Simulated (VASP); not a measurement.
Set up this calculation in VASP 6.6.1, as the native input.

| Quantity | Value |
| --- | --- |
| Task | single point |
| Functional | PBE |
| Potentials or basis | VASP PAW PBE potentials, release 64 (Al, Ni) |
| Cutoff | 520 eV |
| k mesh | 16 × 16 × 16 |
| Occupations | gaussian, width 0.15 eV |
| Spin | no spin polarisation |
| Dipole correction | no |
| Further INCAR settings | ALGO = Normal; EDIFF = 1e-06; NBANDS = 14 |

The structure of AlNi lies in POSCAR:

```
AlNi
1.0
    2.8444152934      0.0000000000      0.0000000000
    0.0000000000      2.8444152934      0.0000000000
    0.0000000000      0.0000000000      2.8444152934
Al Ni
1 1
Direct
    0.0000000000      0.0000000000      0.0000000000
    0.5000000000      0.5000000000      0.5000000000
```

One way to write it, as run:

INCAR

```
  ALGO = Normal
  EDIFF = 1E-6
  ENCUT = 520
  GGA = PE
  ISIF = 2
  ISMEAR = 0
  LASPH = True
  LCHARG = False
  LREAL = False
  LWAVE = False
  NBANDS = 14
  NELM = 80
  PREC = Accurate
  SIGMA = 0.15
```

KPOINTS

```
k-points
0
Gamma
  16 16 16
```

Potentials or basis: VASP PAW PBE potentials, release 64 (Al, Ni).

Run with:

```bash
$ cat potpaw_PBE.64/Al/POTCAR potpaw_PBE.64/Ni/POTCAR > POTCAR
$ mpirun -np 1 vasp_std > vasp.out
```

Results of the run:

```
Pressure : 9.1 GPa
```

Run time: 14 s on 1 thread of Intel(R) Xeon(R) 6975P-C (Granite Rapids) (shared host), peak memory 0.17 GiB.
